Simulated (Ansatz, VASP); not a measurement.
# One calculation of Si16O, two programs

```
CELL_PARAMETERS angstrom
0.00000 5.43000 5.43000
5.43000 0.00000 5.43000
5.43000 5.43000 0.00000
ATOMIC_POSITIONS crystal
Si 0.98420 0.00083 0.01738
Si 0.12590 0.12377 0.12695
Si 0.00174 0.99368 0.50214
Si 0.07330 0.15134 0.64376
Si 0.01719 0.49800 0.98909
Si 0.12692 0.62491 0.12567
Si 0.04744 0.50738 0.49137
Si 0.18201 0.61918 0.61603
Si 0.50038 0.00093 0.99863
Si 0.60887 0.13004 0.13516
Si 0.44463 0.04233 0.50824
Si 0.62586 0.12071 0.62368
Si 0.49656 0.50350 0.99919
Si 0.64176 0.62705 0.10652
Si 0.55350 0.49243 0.48039
Si 0.57825 0.67072 0.63333
O 0.81281 0.69104 0.56054
```

Alike in both runs: functional PBE; k mesh 2 × 2 × 2; occupations fermi-dirac, width 0.05 eV; collinear spin.

Ansatz relaxed the structure, and its values are those at the end. VASP's run is a single point on that final structure, the one shown.

|  | VASP | Ansatz |
| --- | --- | --- |
| version | VASP 6.6.1 | Ansatz 0.2.0 |
| potentials or method | VASP PAW PBE potentials, release 64 (Si, O), cutoff 520 eV | scalar-relativistic, plane waves, PAW |
| valence electrons in the cell | 70 | 70 |

|  | VASP | Ansatz | Ansatz less VASP |
| --- | --- | --- | --- |
| rms of the force components (eV/Å) | 0.031 | 0.025 | -0.0054 |
| net moment per atom (μB) | 0.00 | 0.00 | 0.000 |

Ansatz's warnings: seeded moment not kept.

The k mesh is coarse, so the values compare programs but aren't converged.
